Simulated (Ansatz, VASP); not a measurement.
**One calculation of Y, two programs**

INCAR

```
PREC = Accurate
ENCUT = 520
EDIFF = 1E-6
ISMEAR = -1
SIGMA = 0.1
LREAL = F
LASPH = T
NELM = 80
ALGO = Normal
ISIF = 2
LWAVE = F
LCHARG = F
GGA = RP
NBANDS = 24
```

The input KPOINTS:

```
regular mesh
0
Gamma
  7 7 10
```

POSCAR

```
Y
1.0
    5.6513201668      0.0000000000      0.0000000000
   -2.8256600834      4.8941868294      0.0000000000
    0.0000000000      0.0000000000      3.5271277189
Y
3
Direct
    1.0000000000      0.0000000000      1.0000000000
    0.3333333333      0.6666666667      0.5000000000
    0.6666666667      0.3333333333      0.5000000000
```

Input for Ansatz:

```yaml
crystal:
  lattice:
    - [5.6513201668, 0.0, 0.0]
    - [-2.8256600834, 4.8941868294, 0.0]
    - [0.0, 0.0, 3.5271277189]
  atoms:
    - { symbol: "Y", position: [1.0, 0.0, 1.0] }
    - { symbol: "Y", position: [0.3333333333, 0.6666666667, 0.5] }
    - { symbol: "Y", position: [0.6666666667, 0.3333333333, 0.5] }
hamiltonian:
  xc: rpbe
  pseudopotentials:
    kind: paw
    azcp:
      "Y": "pseudopotentials/Y.paw.azcp"
basis:
  ecutwfc: 420
  fft_grid_basis: typed
kpoints:
  mp_grid: { grid: [7, 7, 10], shift: [0, 0, 0] }
magnetization:
  spin_polarized: false
scf:
  occupations: { method: fermi_dirac, width: 0.1 }
  lower_state_search: "off"
output:
  stress: true
```

Alike in both runs: task single point; functional RPBE; k mesh 7 × 7 × 10; occupations fermi-dirac, width 0.1 eV; no spin polarisation.

```csv
,VASP,Ansatz
version,VASP 6.6.1,Ansatz 0.2.0
potentials or method,"VASP PAW PBE potentials, release 64 (Y_sv), cutoff 520 eV","plane waves (420 eV) with PAW, scalar-relativistic"
valence electrons in the cell,33,33
```

|  | VASP | Ansatz | Ansatz less VASP |
| --- | --- | --- | --- |
| pressure (GPa) | 1.5 | 1.6 | +0.10 |

VASP's potentials were made for PBE, not for RPBE.
